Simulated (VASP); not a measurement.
# MoS2 (Cmcm) in VASP: notebook

MoS2 is run at these levels: PBEsol; tasks: single point.

All numbers are computed with VASP 6.6.1; they aren't measurements. Logs are shortened: lines on timing, memory, paths and dates and some standing lists are left out, and cuts for length are marked.

## (1) The cell of the first run

The structure is orthorhombic, space group Cmcm (No. 63). The conventional cell has a = 2.953 Å, b = 5.768 Å, c = 12.579 Å, α = 90.00°, β = 90.00°, γ = 90.00°. Within 3.1 Å of Mo (site symmetry m2m) lie 6 S at 2.35 to 2.48 Å and 2 Mo at 2.95 Å. Within 3.3 Å of S (site symmetry m) lie 3 Mo at 2.35 to 2.48 Å and 7 S at 2.95 to 3.24 Å.

## (2) Single point, PBEsol (strain -0.0600 x Voigt [1, -1, 0, 0, 0, 0])

INCAR

```
SYSTEM = MoS2
ALGO = Normal
EDIFF = 1E-6
ENCUT = 520
GGA = PS
ISIF = 2
ISMEAR = 0
LASPH = .TRUE.
LCHARG = .FALSE.
LREAL = .FALSE.
LWAVE = .FALSE.
NBANDS = 35
NELM = 60
PREC = Accurate
SIGMA = 0.05
```

KPOINTS

```
k-points
0
G
  12 12 2
  0 0 0
```

POSCAR

```
MoS2
1.0
    2.9529462749      0.0000000000      0.0000000000
   -1.4764731374      2.8837937016      0.0000000000
    0.0000000000      0.0000000000     12.5788196111
Mo S
2 4
Direct
    0.3333333333      0.6666666667      0.2500000000
    0.6666666667      0.3333333333      0.7500000000
    0.3333333333      0.6666666667      0.6260538431
    0.6666666667      0.3333333333      0.1260538431
    0.3333333333      0.6666666667      0.8739461569
    0.6666666667      0.3333333333      0.3739461569
```

Potentials or basis: VASP PAW PBE potentials, release 64 (Mo_sv, S).

Started as:

```sh
> cat potpaw_PBE.64/Mo_sv/POTCAR potpaw_PBE.64/S/POTCAR > POTCAR
> mpirun -np 1 vasp_std > vasp.out
```

OUTCAR:

```text
SYSTEM = MoS2
   EDIFF = 1E-6
   ENCUT = 520
   GGA = PS
   ISIF = 2
   ISMEAR = 0
   LASPH = .TRUE.
   LREAL = .FALSE.
   NELM = 60
   PREC = Accurate

 ion  position               nearest neighbor table
   1  0.333  0.667  0.250-   4 2.35   6 2.35   4 2.35   6 2.35   4 2.48   6 2.48
   2  0.667  0.333  0.750-   3 2.35   5 2.35   3 2.35   5 2.35   3 2.48   5 2.48
   3  0.333  0.667  0.626-   2 2.35   2 2.35   2 2.48
   4  0.667  0.333  0.126-   1 2.35   1 2.35   1 2.48
   5  0.333  0.667  0.874-   2 2.35   2 2.35   2 2.48
   6  0.667  0.333  0.374-   1 2.35   1 2.35   1 2.48

  LATTYP: Found a base centered orthorhombic cell.
 ALAT       =     2.9529462749
 B/A-ratio  =     1.9531636766
 C/A-ratio  =     4.2597522745

  Lattice vectors:

 A1 = (   1.4764731374,  -2.8837937016,   0.0000000000)
 A2 = (   1.4764731375,   2.8837937016,   0.0000000000)
 A3 = (   0.0000000000,   0.0000000000,  12.5788196111)

Analysis of symmetry for initial positions (statically):
=====================================================================
 Subroutine PRICEL returns:
 Original cell was already a primitive cell.

 Routine SETGRP: Setting up the symmetry group for a
 base centered orthorhombic supercell.

 Subroutine GETGRP returns: Found  8 space group operations
 (whereof  4 operations were pure point group operations)
 out of a pool of  8 trial point group operations.

The static configuration has the point symmetry C_2h.
 The point group associated with its full space group is D_2h.

Analysis of symmetry for dynamics (positions and initial velocities):
=====================================================================
 Subroutine PRICEL returns:
 Original cell was already a primitive cell.

 Routine SETGRP: Setting up the symmetry group for a
 base centered orthorhombic supercell.

 Subroutine GETGRP returns: Found  8 space group operations
 (whereof  4 operations were pure point group operations)
 out of a pool of  8 trial point group operations.

The dynamic configuration has the point symmetry C_2h.
 The point group associated with its full space group is D_2h.

 Subroutine INISYM returns: Found  8 space group operations
 (whereof  4 operations are pure point group operations),
 and found     1 'primitive' translations

----------------------------------------------------------------------------------------

                                     Primitive cell

  volume of cell :     107.1173

  direct lattice vectors                    reciprocal lattice vectors
     2.952946275  0.000000000  0.000000000     0.338644834  0.173382721  0.000000000
    -1.476473137  2.883793702  0.000000000     0.000000000  0.346765443  0.000000000
     0.000000000  0.000000000 12.578819611     0.000000000  0.000000000  0.079498715

  length of vectors
     2.952946275  3.239789968 12.578819611     0.380449591  0.346765443  0.079498715

  position of ions in fractional coordinates (direct lattice)
     0.333333333  0.666666667  0.250000000
     0.666666667  0.333333333  0.750000000
     0.333333333  0.666666667  0.626053843
     0.666666667  0.333333333  0.126053843
     0.333333333  0.666666667  0.873946157
     0.666666667  0.333333333  0.373946157

  ion indices of the primitive-cell ions
   primitive index   ion index
                 1           1
                 2           2
                 3           3
                 4           4
                 5           5
                 6           6

----------------------------------------------------------------------------------------

 KPOINTS: k-points

Automatic generation of k-mesh.
 Grid dimensions read from file:
 generate k-points for:   12   12    2

 Generating k-lattice:

  Cartesian coordinates                     Fractional coordinates (reciprocal lattice)
     0.028220403  0.014448560  0.000000000     0.083333333  0.000000000  0.000000000
     0.000000000  0.028897120  0.000000000     0.000000000  0.083333333  0.000000000
     0.000000000  0.000000000  0.039749358     0.000000000  0.000000000  0.500000000

  Length of vectors
     0.031704133  0.028897120  0.039749358

  Shift w.r.t. Gamma in fractional coordinates (k-lattice)
     0.000000000  0.000000000  0.000000000

 Subroutine IBZKPT returns following result:
 ===========================================

 Found     86 irreducible k-points:

 Following reciprocal coordinates:
            Coordinates               Weight
  0.000000  0.000000  0.000000      1.000000
  0.083333  0.000000  0.000000      4.000000
  0.166667  0.000000  0.000000      4.000000
  0.250000  0.000000  0.000000      4.000000
  0.333333  0.000000  0.000000      4.000000
  0.416667  0.000000  0.000000      4.000000
[... 16 lines left out ...]
  0.333333  0.166667  0.000000      4.000000
  0.416667  0.166667  0.000000      4.000000
 [... further k-points ...]
   k-points           NKPTS =     86   k-points in BZ     NKDIM =     86   number of bands    NBANDS=     35
   number of dos      NEDOS =    301   number of ions     NIONS =      6
   total plane-waves  NPLWV =  55296
   dimension x,y,z NGX =    24 NGY =   24 NGZ =   96
   dimension x,y,z NGXF=    48 NGYF=   48 NGZF=  192
   ions per type =               2   4
   NGX,Y,Z   is equivalent  to a cutoff of  13.51, 12.32, 12.69 a.u.
   NGXF,Y,Z  is equivalent  to a cutoff of  27.02, 24.63, 25.38 a.u.
 SYSTEM =  MoS2
   PREC   = accura    normal or accurate (medium, high low for compatibility)
   ISTART =      0    job   : 0-new  1-cont  2-samecut
   ICHARG =      2    charge: 1-file 2-atom 10-const
   ISPIN  =      1    spin polarized calculation?
   LNONCOLLINEAR =      F non collinear calculations
   LSORBIT =      F    spin-orbit coupling
   LASPH  =      T    aspherical Exc in radial PAW
   ENCUT  =  520.0 eV  38.22 Ry    6.18 a.u.   5.49  6.02 23.39*2*pi/ulx,y,z
   NELM   =     60;   NELMIN=  2; NELMDL= -5     # of ELM steps
   EDIFF  = 0.1E-05   stopping-criterion for ELM
   LREAL  =      F    real-space projection
   EDIFFG = 0.1E-04   stopping-criterion for IOM
   NSW    =      0    number of steps for IOM
   IBRION =     -1    ionic relax: 0-MD 1-quasi-New 2-CG
   NFREE  =      0    steps in history (QN), initial steepest desc. (CG)
   ISIF   =      2    stress and relaxation
   ISYM   =      2    0-nonsym 1-usesym 2-fastsym
   POTIM  = 0.5000    time-step for ionic-motion
   TEBEG  =    0.0;   TEEND  =   0.0 temperature during run
   PSTRESS=    0.0 pullay stress
   NELECT =      52.0000    total number of electrons
   NUPDOWN=      -1.0000    fix difference up-down
   EMIN   =  10.00;   EMAX   =-10.00  energy-range for DOS
   EFERMI =   0.00;   METHOD = LEGACY
   ISMEAR =     0;   SIGMA  =   0.05  broadening in eV -4-tet -1-fermi 0-gaus
   EFERMI_NEDOS =   21; number of points for ismear=-14 and -15
   IALGO  =     38    algorithm
   IMIX   =      4    mixing-type and parameters
     AMIX     =   0.40;   BMIX     =  1.00
     AMIX_MAG =   1.60;   BMIX_MAG =  1.00
  volume/ion in A,a.u.               =      17.85       120.48
  Fermi-wavevector in a.u.,A,eV,Ry     =   1.286637  2.431392 22.523561  1.655435
  Thomas-Fermi vector in A             =   2.418700
   LORBIT       =      0    0 simple, 1 ext, 2 COOP (PROOUT), +10 PAW based schemes
   GGA     = PS    functional components
   LHFCALC =     F    Hartree Fock is set to
   AEXX    =    0.0000 exact exchange contribution
   IVDW    =     0    specifies the selected vdW correction
   LEPSILON=     F    determine dielectric tensor
   LRPA    =     F    only Hartree local field effects (RPA)
 non-spin polarized calculation
 Gauss-broadening in eV      SIGMA  =   0.05
  energy-cutoff  :      520.00
  volume of cell :      107.12
 maximum number of plane-waves:      2952
 NGX is ok and might be reduce to    24
   NGX = 11   NGY = 11   NGZ = 47

 number of electron      51.9999999 magnetization

 Free energy of the ion-electron system (eV)
  ---------------------------------------------------
  ext. energy  EPLUGINS =         0.00000000
  ---------------------------------------------------
  free energy    TOTEN  =       -46.43916211 eV

  energy without entropy =      -46.43916211  energy(sigma->0) =      -46.43916211

 E-fermi :   7.4295     XC(G=0): -10.9357

 val. band max:        7.1684125473   @ k =   0.0000   0.0000   0.0000
 cond. band min:       8.2859461593   @ k =  -0.3333   0.1667   0.0000
 fundamental gap:      1.1175336120
 Fermi energy:         7.4295341900

 k-point     1 :       0.0000    0.0000    0.0000
  band No.  band energies     occupation
      1     -53.9326      2.00000
      2     -53.9326      2.00000
      3     -28.1714      2.00000
      4     -28.1713      2.00000
      5     -27.9835      2.00000
      6     -27.9835      2.00000
[... 27 lines left out ...]
     34      10.5057      0.00000
     35      12.9128      0.00000

 k-point     2 :       0.0833    0.0000    0.0000
  band No.  band energies     occupation
      1     -53.9284      2.00000
      2     -53.9284      2.00000
      3     -28.1640      2.00000
      4     -28.1639      2.00000
      5     -27.9913      2.00000
      6     -27.9913      2.00000
[... 27 lines left out ...]
     34      10.1377      0.00000
     35      13.4109      0.00000

 k-point     3 :       0.1667    0.0000    0.0000
  band No.  band energies     occupation
      1     -53.9168      2.00000
      2     -53.9168      2.00000
      3     -28.1438      2.00000
      4     -28.1438      2.00000
      5     -28.0167      2.00000
      6     -28.0167      2.00000
[... 27 lines left out ...]
     34      10.2280      0.00000
     35      14.3277      0.00000
[... 723 lines left out ...]
 k-point    23 :       0.3333    0.1667    0.0000
  band No.  band energies     occupation
      1     -53.8773      2.00000
      2     -53.8773      2.00000
      3     -28.2398      2.00000
      4     -28.2398      2.00000
      5     -28.0823      2.00000
      6     -28.0823      2.00000
[... 27 lines left out ...]
     34      11.5802      0.00000
     35      13.8921      0.00000

 k-point    24 :       0.4167    0.1667    0.0000
  band No.  band energies     occupation
      1     -53.8695      2.00000
      2     -53.8695      2.00000
      3     -28.2923      2.00000
      4     -28.2923      2.00000
      5     -28.0986      2.00000
      6     -28.0986      2.00000
[... 27 lines left out ...]
     34      11.6456      0.00000
     35      13.3536      0.00000

 [... further k-points ...]

------------------------ aborting loop because EDIFF is reached ----------------------------------------

  FORCE on cell =-STRESS in cart. coord.  units (eV):
  Direction    XX          YY          ZZ          XY          YZ          ZX
  --------------------------------------------------------------------------------------
  -------------------------------------------------------------------------------------
  Total        9.5711485     -6.0950399      0.0173955     -0.0000000      0.0000000      0.0000000
  in kB      143.1577994    -91.1648694      0.2601880     -0.0000000      0.0000000      0.0000000
  external PRESSURE =      17.4177060 kB  Pullay stress =       0.0000000 kB

 VOLUME and BASIS-vectors are now :
 -----------------------------------------------------------------------------
  energy-cutoff  :      520.00
  volume of cell :      107.12
      direct lattice vectors                 reciprocal lattice vectors
     2.952946275  0.000000000  0.000000000     0.338644834  0.173382721  0.000000000
    -1.476473137  2.883793702  0.000000000     0.000000000  0.346765443  0.000000000
     0.000000000  0.000000000 12.578819611     0.000000000  0.000000000  0.079498715

 POSITION                                       TOTAL-FORCE (eV/Angst)
 -----------------------------------------------------------------------------------
     -0.00000      1.92253      3.14470         0.000000      0.635305     -0.000000
      1.47647      0.96126      9.43411        -0.000000     -0.635305      0.000000
     -0.00000      1.92253      7.87502         0.000000      0.321653     -0.011809
      1.47647      0.96126      1.58561        -0.000000     -0.321653     -0.011809
     -0.00000      1.92253     10.99321         0.000000      0.321653      0.011809
      1.47647      0.96126      4.70380        -0.000000     -0.321653      0.011809
 -----------------------------------------------------------------------------------
    total drift:                               -0.000000      0.000000     -0.000000

  FREE ENERGIE OF THE ION-ELECTRON SYSTEM (eV)
  ---------------------------------------------------
  free  energy   TOTEN  =       -46.4391621070 eV

  energy  without entropy=      -46.4391621070  energy(sigma->0) =      -46.43916211
```

Wall time 2.6 min (1 thread of Intel Xeon 6975P-C (Granite Rapids), shared host); peak memory 0.39 GiB.

What came out:

* Free energy: -46.4392 eV
* Pressure: 1.7 GPa
* Largest force: 0.635 eV/Å
* Band gap on the k mesh: 1.12 eV (least direct gap 1.70 eV)

Forces in eV/Å, atoms in the order of the input:
```
Mo   0.000  0.635  0.000
Mo   0.000 -0.635  0.000
S    0.000  0.322 -0.012
S    0.000 -0.322 -0.012
S    0.000  0.322  0.012
S    0.000 -0.322  0.012
```

Caveat: the cell differs from its parent crystal (strain -0.0600 x Voigt [1, -1, 0, 0, 0, 0]); the PAW data sets were made with another functional, which shifts forces and pressure a little; this functional lacks dispersion, which binds the layers, so the pressure and a relaxed spacing across them are unreliable. A k mesh can miss the band edges.

(Part 1 of 3 ends here.)
